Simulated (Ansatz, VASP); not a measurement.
## NbH2 in VASP and in Ansatz

INCAR

```
PREC     = Accurate       # precision mode
ENCUT    = 520            # plane-wave cutoff, eV
EDIFF    = 1E-6           # SCF threshold, eV
ISMEAR   = -1             # smearing method
SIGMA    = 0.03           # smearing width, eV
LREAL    = False          # projectors in reciprocal space
LASPH    = True           # aspherical terms in the spheres
NELM     = 60             # most SCF steps
ALGO     = Normal         # electronic algorithm
ISIF     = 2              # what is computed and relaxed
LWAVE    = False          # write WAVECAR
LCHARG   = False          # write CHGCAR
NBANDS   = 14             # bands
```

KPOINTS

```
Automatic mesh
0
Gamma
  15 15 15
```

Contents of POSCAR:

```
NbH2
1.0
    0.0000000000      2.2738695082      2.2738695082
    2.2738695082      0.0000000000      2.2738695082
    2.2738695082      2.2738695082      0.0000000000
Nb H
1 2
Direct
    0.0000000000      0.0000000000      0.0000000000
    0.2500000000      0.2500000000      0.2500000000
    0.7500000000      0.7500000000      0.7500000000
```

Input for Ansatz:

```yaml
crystal:
  lattice:
    - [0.0, 2.2738695082, 2.2738695082]
    - [2.2738695082, 0.0, 2.2738695082]
    - [2.2738695082, 2.2738695082, 0.0]
  atoms:
    - { symbol: Nb, position: [0.0, 0.0, 0.0] }
    - { symbol: H, position: [0.25, 0.25, 0.25] }
    - { symbol: H, position: [0.75, 0.75, 0.75] }
kpoints:
  mp_grid: { grid: [15, 15, 15] }
  band_path:
    path:
      - [0.0, 0.0, 0.0]
      - [0.5, 0.0, 0.5]
      - [0.625, 0.25, 0.625]
      - [0.375, 0.375, 0.75]
      - [0.0, 0.0, 0.0]
      - [0.5, 0.5, 0.5]
      - [0.5, 0.25, 0.75]
      - [0.5, 0.0, 0.5]
    npoints: 5
scf:
  occupations: { method: fermi_dirac, width: 0.03 }
hamiltonian:
  xc: lda
  pseudopotentials: { kind: all_electron, lapw: { basis_error: 0.001 } }
output:
  forces: true
  stress: true
  eigenvalues: true
```

Change from the starting cell: volume scaled by 0.99.

Alike in both runs: task single point; functional LDA; k mesh 15 × 15 × 15; occupations fermi-dirac, width 0.03 eV; no spin polarisation.

|  | VASP | Ansatz |
| --- | --- | --- |
| version | VASP 6.6.1 | Ansatz 0.2.0 |
| potentials or method | VASP PAW LDA potentials, release 64 (Nb_sv, H), cutoff 520 eV | all-electron LAPW, scalar-relativistic |

VASP gave:

- pressure (GPa): -6.6

What did Ansatz give for the same quantities?

Pressure (GPa): -6.5.

LDA's correlation is that of Perdew and Zunger in VASP and of Perdew and Wang (1992) in Ansatz. Ansatz ran all-electron here, and VASP with PAW potentials.
